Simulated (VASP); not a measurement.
# Au (Im-3m) in VASP: notebook

Runs on Au. Level: PBE. Tasks: single point.

All numbers are computed with VASP 6.6.1; they aren't measurements. Logs are shortened: lines on timing, memory, paths and dates and some standing lists are left out, and cuts for length are marked.

## Step 1: The cell of the first run

It takes space group Im-3m (No. 229, cubic). The conventional cell has a = 2.754 Å, b = 2.754 Å, c = 2.754 Å, α = 90.00°, β = 90.00°, γ = 90.00°. Within 3.2 Å of Au (site symmetry m-3m) lie 14 Au at 2.38 to 2.75 Å.

## Step 2: Single point, PBE (volume scaled by 0.58)

File INCAR:

```
  PREC = Accurate
  ENCUT = 520
  EDIFF = 1E-7
  ISMEAR = -1
  SIGMA = 0.08
  LREAL = False
  LASPH = True
  NELM = 80
  ALGO = Normal
  ISIF = 2
  LWAVE = False
  LCHARG = False
  GGA = PE
  NBANDS = 12
```

File KPOINTS:

```
regular mesh
0
Gamma
  16 16 16
```

File POSCAR:

```
Au
1.0
   -1.3768574453      1.3768574453      1.3768574453
    1.3768574453     -1.3768574453      1.3768574453
    1.3768574453      1.3768574453     -1.3768574453
Au
1
Direct
    0.0000000000      0.0000000000      0.0000000000
```

Potentials or basis: VASP PAW PBE potentials, release 64 (Au).

Command:

```sh
> cat potpaw_PBE.64/Au/POTCAR > POTCAR
> mpirun -np 1 vasp_std > vasp.out
```

OUTCAR:

```text
PREC = Accurate
   ENCUT = 520
   EDIFF = 1E-7
   ISMEAR = -1
   LREAL = False
   LASPH = True
   NELM = 80
   ISIF = 2
   GGA = PE

 ion  position               nearest neighbor table
   1  0.000  0.000  0.000-

  LATTYP: Found a body centered cubic cell.
 ALAT       =     2.7537148906

  Lattice vectors:

 A1 = (  -1.3768574453,   1.3768574453,   1.3768574453)
 A2 = (   1.3768574453,  -1.3768574453,   1.3768574453)
 A3 = (   1.3768574453,   1.3768574453,  -1.3768574453)

Analysis of symmetry for initial positions (statically):
=====================================================================
 Subroutine PRICEL returns:
 Original cell was already a primitive cell.

 Routine SETGRP: Setting up the symmetry group for a
 body centered cubic supercell.

 Subroutine GETGRP returns: Found 48 space group operations
 (whereof 48 operations were pure point group operations)
 out of a pool of 48 trial point group operations.

The static configuration has the point symmetry O_h .

Analysis of symmetry for dynamics (positions and initial velocities):
=====================================================================
 Subroutine PRICEL returns:
 Original cell was already a primitive cell.

 Routine SETGRP: Setting up the symmetry group for a
 body centered cubic supercell.

 Subroutine GETGRP returns: Found 48 space group operations
 (whereof 48 operations were pure point group operations)
 out of a pool of 48 trial point group operations.

The dynamic configuration has the point symmetry O_h .

 Subroutine INISYM returns: Found 48 space group operations
 (whereof 48 operations are pure point group operations),
 and found     1 'primitive' translations

----------------------------------------------------------------------------------------

                                     Primitive cell

  volume of cell :      10.4406

  direct lattice vectors                    reciprocal lattice vectors
    -1.376857445  1.376857445  1.376857445     0.000000000  0.363145801  0.363145801
     1.376857445 -1.376857445  1.376857445     0.363145801  0.000000000  0.363145801
     1.376857445  1.376857445 -1.376857445     0.363145801  0.363145801  0.000000000

  length of vectors
     2.384787050  2.384787050  2.384787050     0.513565717  0.513565717  0.513565717

  position of ions in fractional coordinates (direct lattice)
     0.000000000  0.000000000  0.000000000

  ion indices of the primitive-cell ions
   primitive index   ion index
                 1           1

----------------------------------------------------------------------------------------

 KPOINTS: regular mesh

Automatic generation of k-mesh.
 Grid dimensions read from file:
 generate k-points for:   16   16   16

 Generating k-lattice:

  Cartesian coordinates                     Fractional coordinates (reciprocal lattice)
     0.000000000  0.022696613  0.022696613     0.062500000  0.000000000  0.000000000
     0.022696613  0.000000000  0.022696613     0.000000000  0.062500000  0.000000000
     0.022696613  0.022696613  0.000000000     0.000000000  0.000000000  0.062500000

  Length of vectors
     0.032097857  0.032097857  0.032097857

  Shift w.r.t. Gamma in fractional coordinates (k-lattice)
     0.000000000  0.000000000  0.000000000

 Subroutine IBZKPT returns following result:
 ===========================================

 Found    145 irreducible k-points:

 Following reciprocal coordinates:
            Coordinates               Weight
  0.000000  0.000000  0.000000      1.000000
  0.062500  0.000000  0.000000     12.000000
  0.125000  0.000000  0.000000     12.000000
  0.187500  0.000000  0.000000     12.000000
  0.250000  0.000000  0.000000     12.000000
  0.312500  0.000000  0.000000     12.000000
[... 16 lines left out ...]
  0.187500  0.187500  0.000000     24.000000
  0.250000  0.187500  0.000000     48.000000
 [... further k-points ...]
   k-points           NKPTS =    145   k-points in BZ     NKDIM =    145   number of bands    NBANDS=     12
   number of dos      NEDOS =    301   number of ions     NIONS =      1
   total plane-waves  NPLWV =   5832
   dimension x,y,z NGX =    18 NGY =   18 NGZ =   18
   dimension x,y,z NGXF=    36 NGYF=   36 NGZF=   36
   ions per type =               1
   NGX,Y,Z   is equivalent  to a cutoff of  12.55, 12.55, 12.55 a.u.
   NGXF,Y,Z  is equivalent  to a cutoff of  25.10, 25.10, 25.10 a.u.
 SYSTEM =  unknown system
   PREC   = accura    normal or accurate (medium, high low for compatibility)
   ISTART =      0    job   : 0-new  1-cont  2-samecut
   ICHARG =      2    charge: 1-file 2-atom 10-const
   ISPIN  =      1    spin polarized calculation?
   LNONCOLLINEAR =      F non collinear calculations
   LSORBIT =      F    spin-orbit coupling
   LASPH  =      T    aspherical Exc in radial PAW
   ENCUT  =  520.0 eV  38.22 Ry    6.18 a.u.   4.43  4.43  4.43*2*pi/ulx,y,z
   NELM   =     80;   NELMIN=  2; NELMDL= -5     # of ELM steps
   EDIFF  = 0.1E-06   stopping-criterion for ELM
   LREAL  =      F    real-space projection
   EDIFFG = 0.1E-05   stopping-criterion for IOM
   NSW    =      0    number of steps for IOM
   IBRION =     -1    ionic relax: 0-MD 1-quasi-New 2-CG
   NFREE  =      0    steps in history (QN), initial steepest desc. (CG)
   ISIF   =      2    stress and relaxation
   ISYM   =      2    0-nonsym 1-usesym 2-fastsym
   POTIM  = 0.5000    time-step for ionic-motion
   TEBEG  =    0.0;   TEEND  =   0.0 temperature during run
   PSTRESS=    0.0 pullay stress
   NELECT =      11.0000    total number of electrons
   NUPDOWN=      -1.0000    fix difference up-down
   EMIN   =  10.00;   EMAX   =-10.00  energy-range for DOS
   EFERMI =   0.00;   METHOD = LEGACY
   ISMEAR =    -1;   SIGMA  =   0.08  broadening in eV -4-tet -1-fermi 0-gaus
   EFERMI_NEDOS =   21; number of points for ismear=-14 and -15
   IALGO  =     38    algorithm
   IMIX   =      4    mixing-type and parameters
     AMIX     =   0.40;   BMIX     =  1.00
     AMIX_MAG =   1.60;   BMIX_MAG =  1.00
  volume/ion in A,a.u.               =      10.44        70.46
  Fermi-wavevector in a.u.,A,eV,Ry     =   1.665828  3.147958 37.755922  2.774982
  Thomas-Fermi vector in A             =   2.752130
   LORBIT       =      0    0 simple, 1 ext, 2 COOP (PROOUT), +10 PAW based schemes
   GGA     = PE    functional components
[... 5 lines left out ...]
 non-spin polarized calculation
  energy-cutoff  :      520.00
  volume of cell :       10.44
 maximum number of plane-waves:       321
 NGX is ok and might be reduce to    18
   NGX =  9   NGY =  9   NGZ =  9

 number of electron      11.0000002 magnetization

 Free energy of the ion-electron system (eV)
  ---------------------------------------------------
  ext. energy  EPLUGINS =         0.00000000
  ---------------------------------------------------
  free energy    TOTEN  =         1.42425466 eV

  energy without entropy =        1.42690023  energy(sigma->0) =        1.42557744

 E-fermi :  20.6838     XC(G=0): -15.8284

 val. band max:       20.5815549727   @ k =  -0.3125   0.4375   0.1250
 cond. band min:      20.7878069256   @ k =  -0.4375   0.5000   0.0625
 fundamental gap:      0.2062519529
 Fermi energy:        20.6837702024

 k-point     1 :       0.0000    0.0000    0.0000
  band No.  band energies     occupation
      1       3.9732      2.00000
      2      11.4782      2.00000
      3      11.4782      2.00000
      4      11.4782      2.00000
      5      15.5377      2.00000
      6      15.5377      2.00000
      7      35.3346      0.00000
      8      35.3346      0.00000
      9      35.3346      0.00000
     10      51.0748      0.00000
     11      51.0748      0.00000
     12      54.2473      0.00000

 k-point     2 :       0.0625    0.0000    0.0000
  band No.  band energies     occupation
      1       4.2102      2.00000
      2      11.3648      2.00000
      3      11.4738      2.00000
      4      11.6917      2.00000
      5      15.3731      2.00000
      6      15.5435      2.00000
      7      35.4999      0.00000
      8      35.7128      0.00000
      9      35.7648      0.00000
     10      48.9217      0.00000
     11      50.1394      0.00000
     12      54.0411      0.00000

 k-point     3 :       0.1250    0.0000    0.0000
  band No.  band energies     occupation
      1       4.8806      2.00000
      2      11.0532      2.00000
      3      11.4428      2.00000
      4      12.3208      2.00000
      5      15.0239      2.00000
      6      15.5680      2.00000
      7      35.8596      0.00000
      8      36.7800      0.00000
      9      36.8139      0.00000
     10      46.2806      0.00000
     11      48.0768      0.00000
     12      53.1145      0.00000
[... 286 lines left out ...]
 k-point    23 :       0.1875    0.1875    0.0000
  band No.  band energies     occupation
      1       7.9781      2.00000
      2      10.1666      2.00000
      3      10.7330      2.00000
      4      14.5145      2.00000
      5      16.2165      2.00000
      6      17.6559      2.00000
      7      33.8365      0.00000
      8      36.0818      0.00000
      9      39.9327      0.00000
     10      40.6145      0.00000
     11      47.4366      0.00000
     12      52.7031      0.00000

 k-point    24 :       0.2500    0.1875    0.0000
  band No.  band energies     occupation
      1       8.1645      2.00000
      2       9.8631      2.00000
      3      11.4640      2.00000
      4      14.7826      2.00000
      5      16.3668      2.00000
      6      19.7213      1.99999
      7      31.6704      0.00000
      8      34.7626      0.00000
      9      38.1603      0.00000
     10      41.9780      0.00000
     11      47.8986      0.00000
     12      52.0563      0.00000

 [... further k-points ...]
[... 5 lines left out ...]
  --------------------------------------------------------------------------------------
  -------------------------------------------------------------------------------------
  Total       22.7447245     22.7447245     22.7447245      0.0000000      0.0000000      0.0000000
  in kB     3490.3127173   3490.3127173   3490.3127173      0.0000000      0.0000000      0.0000000
  external PRESSURE =    3490.3127173 kB  Pullay stress =       0.0000000 kB

 VOLUME and BASIS-vectors are now :
 -----------------------------------------------------------------------------
  energy-cutoff  :      520.00
  volume of cell :       10.44
      direct lattice vectors                 reciprocal lattice vectors
    -1.376857445  1.376857445  1.376857445     0.000000000  0.363145801  0.363145801
     1.376857445 -1.376857445  1.376857445     0.363145801  0.000000000  0.363145801
     1.376857445  1.376857445 -1.376857445     0.363145801  0.363145801  0.000000000

 POSITION                                       TOTAL-FORCE (eV/Angst)
 -----------------------------------------------------------------------------------
      0.00000      0.00000      0.00000         0.000000      0.000000      0.000000
 -----------------------------------------------------------------------------------
    total drift:                               -0.000000      0.000000      0.000000

  FREE ENERGIE OF THE ION-ELECTRON SYSTEM (eV)
  ---------------------------------------------------
  free  energy   TOTEN  =         1.4242546564 eV

  energy  without entropy=        1.4269002315  energy(sigma->0) =        1.42557744
```

Wall time 25 s (1 thread of Intel Xeon 8259CL, shared host); peak memory 0.13 GiB.

Results:

```
Free energy : 1.4243 eV
Pressure    : 349.0 GPa
```

Levels at points of the mesh, in eV from the Fermi level:
| k point | band 3 | band 4 | band 5 | band 6 | band 7 | band 8 | band 9 | band 10 |
| --- | --- | --- | --- | --- | --- | --- | --- | --- |
| (0.00, 0.00, 0.00) | -9.21 | -9.21 | -5.15 | -5.15 | 14.65 | 14.65 | 14.65 | 30.39 |
| (0.50, 0.00, 0.00) | -5.27 | -4.43 | -3.34 | -1.24 | 7.45 | 10.80 | 17.32 | 24.29 |
| (0.50, 0.50, 0.50) | -2.24 | -2.24 | -2.24 | 6.43 | 6.43 | 6.43 | 16.77 | 23.07 |

Caveat: spin-orbit coupling is left out, which moves the levels of the heavy elements.

## Step 3: Single point, PBE (volume scaled by 0.68)

File INCAR:

```
  PREC = Accurate
  ENCUT = 520
  EDIFF = 1E-6
  ISMEAR = -1
  SIGMA = 0.08
  LREAL = F
  LASPH = T
  NELM = 80
  ALGO = Normal
  ISIF = 2
  LWAVE = F
  LCHARG = T
  GGA = PE
  LELF = T
  LVHAR = T
  NBANDS = 12
```

KPOINTS is that of step 2.

File POSCAR:

```
Au
1.0
   -1.4518306157      1.4518306157      1.4518306157
    1.4518306157     -1.4518306157      1.4518306157
    1.4518306157      1.4518306157     -1.4518306157
Au
1
Direct
    0.0000000000      0.0000000000      0.0000000000
```

Potentials or basis: VASP PAW PBE potentials, release 64 (Au).

Command:

```sh
> cat potpaw_PBE.64/Au/POTCAR > POTCAR
> mpirun -np 1 vasp_std > vasp.out
```

Run time: 34 s. Hardware: 1 thread of Intel Xeon 8259CL, shared host; peak memory 0.14 GiB.

The run converged. Its results:

```
Free energy : -1.3065 eV
Pressure    : 160.5 GPa
```

Levels at points of the mesh, in eV from the Fermi level:
```csv
k point,band 2,band 3,band 4,band 5,band 6,band 7,band 8,band 9,band 10,band 11
"(0.00, 0.00, 0.00)",-7.41,-7.41,-7.41,-4.18,-4.18,15.73,15.73,15.73,28.70,28.70
"(0.50, 0.00, 0.00)",-9.31,-4.34,-3.70,-2.37,-1.28,5.95,11.77,16.27,24.15,27.11
"(0.50, 0.50, 0.50)",-10.94,-2.01,-2.01,-2.01,6.47,6.47,6.47,14.28,20.38,20.38
```

Caveat: spin-orbit coupling is left out, which moves the levels of the heavy elements.

(Continued in part 2 of 2.)
